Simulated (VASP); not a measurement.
# Ga3Sb2As (P3m1) in VASP: relaxation of cell and atoms with PBE

Aim: the relaxation of cell and atoms of Ga3Sb2As with PBE.

All numbers are computed with VASP 6.6.1; they aren't measurements. Logs are shortened: lines on timing, memory, paths and dates and some standing lists are left out, and cuts for length are marked.

## (1) The cell of the first run

The structure is trigonal, space group P3m1 (No. 156). Conventional cell: a = 4.291 Å, b = 4.291 Å, c = 10.502 Å, α = 90.00°, β = 90.00°, γ = 120.00°. Ga (site symmetry 3m) has 1 As at 2.49 Å and 3 Sb at 2.65 Å within 3.3 Å. Within 3.5 Å of Ga (site symmetry 3m) lie 4 Sb at 2.65 to 2.68 Å. Within 3.4 Å of Ga (site symmetry 3m) lie 3 As at 2.59 Å and 1 Sb at 2.69 Å. Sb (site symmetry 3m) has 4 Ga at 2.65 to 2.68 Å within 3.5 Å. Within 3.5 Å of Sb (site symmetry 3m) lie 4 Ga at 2.65 to 2.69 Å. Within 3.3 Å of As (site symmetry 3m) lie 4 Ga at 2.49 to 2.59 Å.

## (2) Relaxation of cell and atoms, PBE

Contents of INCAR:

```
SYSTEM = Ga3Sb2As
ALGO = Normal ; EDIFF = 1E-7
EDIFFG = -0.001 ; ENCUT = 500
GGA = PE ; GGA_COMPAT = .False.
IBRION = 2 ; ISIF = 3
ISMEAR = -1 ; LASPH = .True.
LCHARG = .False. ; LREAL = .False.
LWAVE = .False. ; NELM = 120
NELMIN = 4 ; NSW = 80
PREC = Accurate ; SIGMA = 0.15
```

Contents of KPOINTS:

```
k-points
0
Gamma
  12 12 4
  0 0 0
```

Contents of POSCAR:

```
Ga3Sb2As
1.0
    4.2905747075      0.0000000289      0.0000000000
   -2.1452873787      3.7157466791      0.0000000000
    0.0000000000      0.0000000000     10.5020546000
Ga Sb As
3 2 1
Direct
    0.0000000000      0.0000000000      0.9876830000
    0.6666666667      0.3333333333      0.3326720000
    0.3333333333      0.6666666667      0.6789970000
    0.6666666667      0.3333333333      0.0776450000
    0.3333333333      0.6666666667      0.4223990000
    0.0000000000      0.0000000000      0.7506030000
```

Potentials or basis: VASP PAW PBE potentials, release 64 (Ga_d, Sb, As).

Started as:

```sh
$ cat potpaw_PBE.64/Ga_d/POTCAR potpaw_PBE.64/Sb/POTCAR potpaw_PBE.64/As/POTCAR > POTCAR
$ mpirun -np 1 vasp_std > vasp.out
```

OUTCAR:

```text
SYSTEM = Ga3Sb2As
   EDIFF = 1E-7
   EDIFFG = -0.001
   ENCUT = 500
   GGA = PE
   IBRION = 2
   ISIF = 3
   ISMEAR = -1
   LASPH = .True.
   LREAL = .False.
   NELM = 120
   NELMIN = 4
   NSW = 80
   PREC = Accurate

 ion  position               nearest neighbor table
   1  0.000  0.000  0.988-   6 2.49   4 2.65   4 2.65   4 2.65
   2  0.667  0.333  0.333-   5 2.65   5 2.65   5 2.65   4 2.68
   3  0.333  0.667  0.679-   6 2.59   6 2.59   6 2.59   5 2.69
   4  0.667  0.333  0.078-   1 2.65   1 2.65   1 2.65   2 2.68
   5  0.333  0.667  0.422-   2 2.65   2 2.65   2 2.65   3 2.69
   6  0.000  0.000  0.751-   1 2.49   3 2.59   3 2.59   3 2.59

  LATTYP: Found a hexagonal cell.
 ALAT       =     4.2905747075
 C/A-ratio  =     2.4477034700

  Lattice vectors:

 A1 = (   4.2905747075,   0.0000000289,   0.0000000000)
 A2 = (  -2.1452873787,   3.7157466791,   0.0000000000)
 A3 = (   0.0000000000,   0.0000000000,  10.5020546000)

Analysis of symmetry for initial positions (statically):
=====================================================================
 Subroutine PRICEL returns:
 Original cell was already a primitive cell.

 Routine SETGRP: Setting up the symmetry group for a
 hexagonal supercell.

 Subroutine GETGRP returns: Found  6 space group operations
 (whereof  6 operations were pure point group operations)
 out of a pool of 24 trial point group operations.

The static configuration has the point symmetry C_3v.

Analysis of symmetry for dynamics (positions and initial velocities):
=====================================================================
 Subroutine PRICEL returns:
 Original cell was already a primitive cell.

 Routine SETGRP: Setting up the symmetry group for a
 hexagonal supercell.

 Subroutine GETGRP returns: Found  6 space group operations
 (whereof  6 operations were pure point group operations)
 out of a pool of 24 trial point group operations.

The dynamic configuration has the point symmetry C_3v.

 Subroutine INISYM returns: Found  6 space group operations
 (whereof  6 operations are pure point group operations),
 and found     1 'primitive' translations

----------------------------------------------------------------------------------------

                                     Primitive cell

  volume of cell :     167.4310

  direct lattice vectors                    reciprocal lattice vectors
     4.290574708  0.000000029  0.000000000     0.233069009  0.134562457  0.000000000
    -2.145287379  3.715746679  0.000000000    -0.000000002  0.269124911  0.000000000
     0.000000000  0.000000000 10.502054600     0.000000000  0.000000000  0.095219463

  length of vectors
     4.290574708  4.290574707 10.502054600     0.269124911  0.269124911  0.095219463

  position of ions in fractional coordinates (direct lattice)
     0.000000000  0.000000000  0.987683000
     0.666666667  0.333333333  0.332672000
     0.333333333  0.666666667  0.678997000
     0.666666667  0.333333333  0.077645000
     0.333333333  0.666666667  0.422399000
     0.000000000  0.000000000  0.750603000

  ion indices of the primitive-cell ions
   primitive index   ion index
                 1           1
                 2           2
                 3           3
                 4           4
                 5           5
                 6           6

----------------------------------------------------------------------------------------

 KPOINTS: k-points

Automatic generation of k-mesh.
 Grid dimensions read from file:
 generate k-points for:   12   12    4

 Generating k-lattice:

  Cartesian coordinates                     Fractional coordinates (reciprocal lattice)
     0.019422417  0.011213538  0.000000000     0.083333333 -0.000000000  0.000000000
    -0.000000000  0.022427076  0.000000000     0.000000000  0.083333333  0.000000000
     0.000000000  0.000000000  0.023804866     0.000000000  0.000000000  0.250000000

  Length of vectors
     0.022427076  0.022427076  0.023804866

  Shift w.r.t. Gamma in fractional coordinates (k-lattice)
     0.000000000  0.000000000  0.000000000

 Subroutine IBZKPT returns following result:
 ===========================================

 Found     69 irreducible k-points:

 Following reciprocal coordinates:
            Coordinates               Weight
  0.000000  0.000000  0.000000      1.000000
  0.083333 -0.000000  0.000000      6.000000
  0.166667  0.000000  0.000000      6.000000
  0.250000  0.000000  0.000000      6.000000
  0.333333 -0.000000  0.000000      6.000000
  0.416667 -0.000000  0.000000      6.000000
[... 16 lines left out ...]
  0.166667  0.000000  0.250000      6.000000
 -0.000000  0.166667  0.250000      6.000000
 [... further k-points ...]
   k-points           NKPTS =     69   k-points in BZ     NKDIM =     69   number of bands    NBANDS=     32
   number of dos      NEDOS =    301   number of ions     NIONS =      6
   total plane-waves  NPLWV =  81920
   dimension x,y,z NGX =    32 NGY =   32 NGZ =   80
   dimension x,y,z NGXF=    64 NGYF=   64 NGZF=  160
   ions per type =               3   2   1
   NGX,Y,Z   is equivalent  to a cutoff of  12.40, 12.40, 12.66 a.u.
   NGXF,Y,Z  is equivalent  to a cutoff of  24.80, 24.80, 25.33 a.u.
 SYSTEM =  Ga3Sb2As
   PREC   = accura    normal or accurate (medium, high low for compatibility)
   ISTART =      0    job   : 0-new  1-cont  2-samecut
   ICHARG =      2    charge: 1-file 2-atom 10-const
   ISPIN  =      1    spin polarized calculation?
   LNONCOLLINEAR =      F non collinear calculations
   LSORBIT =      F    spin-orbit coupling
   LASPH  =      T    aspherical Exc in radial PAW
   ENCUT  =  500.0 eV  36.75 Ry    6.06 a.u.   7.82  7.82 19.15*2*pi/ulx,y,z
   NELM   =    120;   NELMIN=  4; NELMDL= -5     # of ELM steps
   EDIFF  = 0.1E-06   stopping-criterion for ELM
   LREAL  =      F    real-space projection
   EDIFFG = -.1E-02   stopping-criterion for IOM
   NSW    =     80    number of steps for IOM
   IBRION =      2    ionic relax: 0-MD 1-quasi-New 2-CG
   NFREE  =      1    steps in history (QN), initial steepest desc. (CG)
   ISIF   =      3    stress and relaxation
   ISYM   =      2    0-nonsym 1-usesym 2-fastsym
   POTIM  = 0.5000    time-step for ionic-motion
   TEBEG  =    0.0;   TEEND  =   0.0 temperature during run
   PSTRESS=    0.0 pullay stress
   NELECT =      54.0000    total number of electrons
   NUPDOWN=      -1.0000    fix difference up-down
   EMIN   =  10.00;   EMAX   =-10.00  energy-range for DOS
   EFERMI =   0.00;   METHOD = LEGACY
   ISMEAR =    -1;   SIGMA  =   0.15  broadening in eV -4-tet -1-fermi 0-gaus
   EFERMI_NEDOS =   21; number of points for ismear=-14 and -15
   IALGO  =     38    algorithm
   IMIX   =      4    mixing-type and parameters
     AMIX     =   0.40;   BMIX     =  1.00
     AMIX_MAG =   1.60;   BMIX_MAG =  1.00
  volume/ion in A,a.u.               =      27.91       188.31
  Fermi-wavevector in a.u.,A,eV,Ry     =   1.122692  2.121581 17.149305  1.260438
  Thomas-Fermi vector in A             =   2.259354
   LORBIT       =      0    0 simple, 1 ext, 2 COOP (PROOUT), +10 PAW based schemes
   GGA     = PE    functional components
   LHFCALC =     F    Hartree Fock is set to
   AEXX    =    0.0000 exact exchange contribution
   IVDW    =     0    specifies the selected vdW correction
   LEPSILON=     F    determine dielectric tensor
   LRPA    =     F    only Hartree local field effects (RPA)
 conjugate gradient relaxation of ions
 non-spin polarized calculation
  energy-cutoff  :      500.00
  volume of cell :      167.43
 maximum number of plane-waves:      4290
   NGX = 15   NGY = 15   NGZ = 39

--------------------------------------- Ionic step        1  -------------------------------------------

 number of electron      53.9999988 magnetization

 Free energy of the ion-electron system (eV)
  ---------------------------------------------------
  ext. energy  EPLUGINS =         0.00000000
  ---------------------------------------------------
  free energy    TOTEN  =       -22.86275363 eV

  energy without entropy =      -22.83459471  energy(sigma->0) =      -22.84867417

------------------------ aborting loop because EDIFF is reached ----------------------------------------

  FORCE on cell =-STRESS in cart. coord.  units (eV):
  Direction    XX          YY          ZZ          XY          YZ          ZX
  --------------------------------------------------------------------------------------
  -------------------------------------------------------------------------------------
  Total        0.1450621      0.1450621      0.1614130      0.0000000     -0.0000000     -0.0000000
  in kB        1.3881251      1.3881251      1.5445906      0.0000000     -0.0000000     -0.0000000
  external PRESSURE =       1.4402803 kB  Pullay stress =       0.0000000 kB
[... 101 lines left out ...]
  FREE ENERGIE OF THE ION-ELECTRON SYSTEM (eV)
  ---------------------------------------------------
  free  energy   TOTEN  =       -22.8630392715 eV

  energy  without entropy=      -22.8342457764  energy(sigma->0) =      -22.84864252

[... ionic steps 4 to 17 ...]

--------------------------------------- Ionic step       18  -------------------------------------------

 number of electron      53.9999987 magnetization

------------------------ aborting loop because EDIFF is reached ----------------------------------------

  FORCE on cell =-STRESS in cart. coord.  units (eV):
  Direction    XX          YY          ZZ          XY          YZ          ZX
  --------------------------------------------------------------------------------------
  -------------------------------------------------------------------------------------
  Total        0.0021055      0.0021055     -0.0002607      0.0000000     -0.0000000      0.0000000
  in kB        0.0200913      0.0200913     -0.0024875      0.0000000     -0.0000000      0.0000000
  external PRESSURE =       0.0125650 kB  Pullay stress =       0.0000000 kB
[... 65 lines left out ...]
  energy  without entropy=      -22.8340185648  energy(sigma->0) =      -22.84855755

--------------------------------------- Ionic step       20  -------------------------------------------

 number of electron      53.9999987 magnetization

 Free energy of the ion-electron system (eV)
  ---------------------------------------------------
  ext. energy  EPLUGINS =         0.00000000
  ---------------------------------------------------
  free energy    TOTEN  =       -22.86309679 eV

  energy without entropy =      -22.83399659  energy(sigma->0) =      -22.84854669

 E-fermi :   4.3126     XC(G=0):  -9.0187

 val. band max:        4.2532843832   @ k =   0.0000   0.0000   0.0000
 cond. band min:       4.4346093136   @ k =   0.0833  -0.0000   0.0000
 fundamental gap:      0.1813249304
 Fermi energy:         4.3126065129

 k-point     1 :       0.0000    0.0000    0.0000
  band No.  band energies     occupation
      1     -10.9241      2.00000
      2     -10.8929      2.00000
      3     -10.8929      2.00000
      4     -10.8566      2.00000
      5     -10.8566      2.00000
      6     -10.7356      2.00000
[... 829 lines left out ...]
     31       6.8160      0.00000
     32       7.8670      0.00000

 [... further k-points ...]

------------------------ aborting loop because EDIFF is reached ----------------------------------------

  FORCE on cell =-STRESS in cart. coord.  units (eV):
  Direction    XX          YY          ZZ          XY          YZ          ZX
  --------------------------------------------------------------------------------------
  -------------------------------------------------------------------------------------
  Total       -0.0050972     -0.0050972     -0.0038373     -0.0000000      0.0000000      0.0000000
  in kB       -0.0486377     -0.0486377     -0.0366154     -0.0000000      0.0000000      0.0000000
  external PRESSURE =      -0.0446303 kB  Pullay stress =       0.0000000 kB
[... 21 lines left out ...]
  FREE ENERGIE OF THE ION-ELECTRON SYSTEM (eV)
  ---------------------------------------------------
  free  energy   TOTEN  =       -22.8630967854 eV

  energy  without entropy=      -22.8339965924  energy(sigma->0) =      -22.84854669

 reached required accuracy - stopping structural energy minimisation
```

Run time: 74 min. Hardware: 1 thread of Intel Xeon 8259CL, shared host; peak memory 0.52 GiB.

Results:

```yaml
Free_energy: -22.8631 eV
Relaxed_volume: 27.98 Å³/atom
Relaxed_cell: a = 4.295 Å, b = 4.295 Å, c = 10.511 Å, α = 90.00°, β = 90.00°, γ = 120.00°
Space_group_after_relaxing_to_0.1_Å: P3m1 (No. 156)
Energy_gained_by_relaxing: 0.1 meV/atom
Ionic_steps: 20
Pressure_after_relaxing: 0.0 GPa
Band_gap_on_the_k_mesh: zero (bands 27 and 28 overlap by 0.12 eV)
```

The path:
| step | energy change (eV) | largest force (eV/Å) | pressure (GPa) | volume (Å³) |
| --- | --- | --- | --- | --- |
| 1 | 0.0000 | 0.0363 | 0.14 | 167.43 |
| 2 | -0.0003 | 0.0162 | -0.02 | 168.04 |
| 3 | -0.0003 | 0.0188 | 0.00 | 167.99 |
| 4 | -0.0003 | 0.0163 | -0.04 | 168.02 |
| 5 | -0.0003 | 0.0182 | -0.02 | 168.00 |
| 6 | -0.0003 | 0.0085 | -0.01 | 167.97 |
| 7 | -0.0003 | 0.0068 | -0.01 | 167.95 |
| 8 | -0.0003 | 0.0147 | 0.01 | 167.91 |
| 9 | -0.0003 | 0.0088 | -0.02 | 167.94 |
| 10 | -0.0003 | 0.0110 | 0.00 | 167.93 |
| 11 | -0.0003 | 0.0096 | -0.02 | 167.94 |
| 12 | -0.0003 | 0.0052 | 0.05 | 167.85 |
| 13 | -0.0003 | 0.0055 | 0.00 | 167.87 |
| 14 | -0.0003 | 0.0055 | 0.01 | 167.87 |
| 15 | -0.0003 | 0.0020 | 0.00 | 167.89 |
| 16 | -0.0003 | 0.0019 | 0.00 | 167.90 |
| 17 | -0.0003 | 0.0019 | 0.00 | 167.90 |
| 18 | -0.0003 | 0.0024 | 0.00 | 167.90 |
| 19 | -0.0003 | 0.0021 | 0.00 | 167.90 |
| 20 | -0.0003 | 0.0008 | 0.00 | 167.91 |

Final structure:
```
Ga Sb As
1.0
     4.29479    0.00000    0.00000
    -2.14740    3.71940    0.00000
     0.00000    0.00000   10.51123
Ga Sb As
3 2 1
Direct
  0.00000 0.00000 0.98742
  0.66667 0.33333 0.33268
  0.33333 0.66667 0.67939
  0.66667 0.33333 0.07765
  0.33333 0.66667 0.42255
  0.00000 0.00000 0.75031
```

Caveat: semilocal functionals underestimate gaps, so a narrow gap can read as zero; spin-orbit coupling is left out, which moves the levels of the heavy elements.
